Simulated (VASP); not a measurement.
Runs of VASP 6.6.1 on Ag. The structure is that of space group Im-3m (No. 229), or close to it. The cells are those of the table. 

```csv
cell,gap on the mesh (eV),pressure (GPa)
"a = 2.904, b = 2.832, c = 2.832 Å, angles 108.4, 109.5, 109.5°, 1 atom",none,-0.7
"a = 2.796, b = 2.940, c = 2.940 Å, angles 111.4, 109.5, 109.5°, 1 atom",none,-0.3
"a = 2.886, b = 2.850, c = 2.850 Å, angles 109.0, 109.5, 109.5°, 1 atom",none,-0.7
"a = 2.922, b = 2.814, c = 2.814 Å, angles 107.9, 109.5, 109.5°, 1 atom",none,(a)
```

Alike in all rows: task single point; level PBE; potentials or basis VASP PAW PBE potentials, release 64 (Ag); no spin polarisation; k mesh 20 × 20 × 20; cutoff (eV) 520; smearing gaussian 0.15 eV.

Task: Fill in the values left out.

Result: (a) -0.5.

A k mesh can miss the band edges, and the runs leave out spin-orbit coupling on Ag.

A gap of «none» marks levels without a gap at the run's occupations.
